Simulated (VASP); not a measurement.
Set up this calculation in VASP 6.6.1, as the native input.

```yaml
Task: relaxation of cell and atoms
Functional: PBE
Potentials_or_basis: VASP PAW PBE potentials, release 64 (Ba_sv, H)
Cutoff: 600 eV
k_mesh: 4 × 4 × 4
Occupations: gaussian, width 0.1 eV
Spin: no spin polarisation
Dipole_correction: no
Further_INCAR_settings: ALGO = Normal; EDIFF = 1e-06; IBRION = 2; EDIFFG = -0.025; NSW = 90; ISIF = 3
```

The structure of Ba8H lies in POSCAR:

```
Ba8H
1.0
    0.0000000000      6.3660371704      6.3660371704
    6.3660371704      0.0000000000      6.3660371704
    6.3660371704      6.3660371704      0.0000000000
Ba H
8 1
Direct
    0.0000000000      0.0000000000      0.0000000000
    0.0000000000      0.0000000000      0.5000000000
    0.0000000000      0.5000000000      0.0000000000
    0.0000000000      0.5000000000      0.5000000000
    0.5000000000      0.0000000000      0.0000000000
    0.5000000000      0.0000000000      0.5000000000
    0.5000000000      0.5000000000      0.0000000000
    0.5000000000      0.5000000000      0.5000000000
    0.1250000000      0.1250000000      0.1250000000
```

The input as run:

INCAR

```
PREC = Accurate
ENCUT = 600
EDIFF = 1E-6
ISMEAR = 0
SIGMA = 0.1
LREAL = F
LASPH = T
NELM = 100
ALGO = Normal
ISIF = 3
LWAVE = F
LCHARG = F
GGA = PE
IBRION = 2
NSW = 90
EDIFFG = -0.025
```

KPOINTS

```
Automatic mesh
0
Gamma
  4 4 4
```

Potentials or basis: VASP PAW PBE potentials, release 64 (Ba_sv, H).

Launch:

```bash
$ cat potpaw_PBE.64/Ba_sv/POTCAR potpaw_PBE.64/H/POTCAR > POTCAR
$ mpirun -np 1 vasp_std > vasp.out
```

Results of the run:

The relaxed volume is 57.40 Å³/atom. The relaxed cell is a = 9.006 Å, b = 9.006 Å, c = 9.006 Å, α = 60.00°, β = 60.00°, γ = 60.00°. The space group after relaxing (to 0.05 Å) is F-43m (No. 216). The energy gained by relaxing is 18.2 meV/atom. The ionic steps are 8 and the pressure after relaxing is 0.0 GPa.

Run time: 34 min on 1 thread of Intel(R) Xeon(R) Platinum 8259CL CPU @ 2.50GHz (Skylake/Cascade Lake) (shared host), peak memory 0.89 GiB.
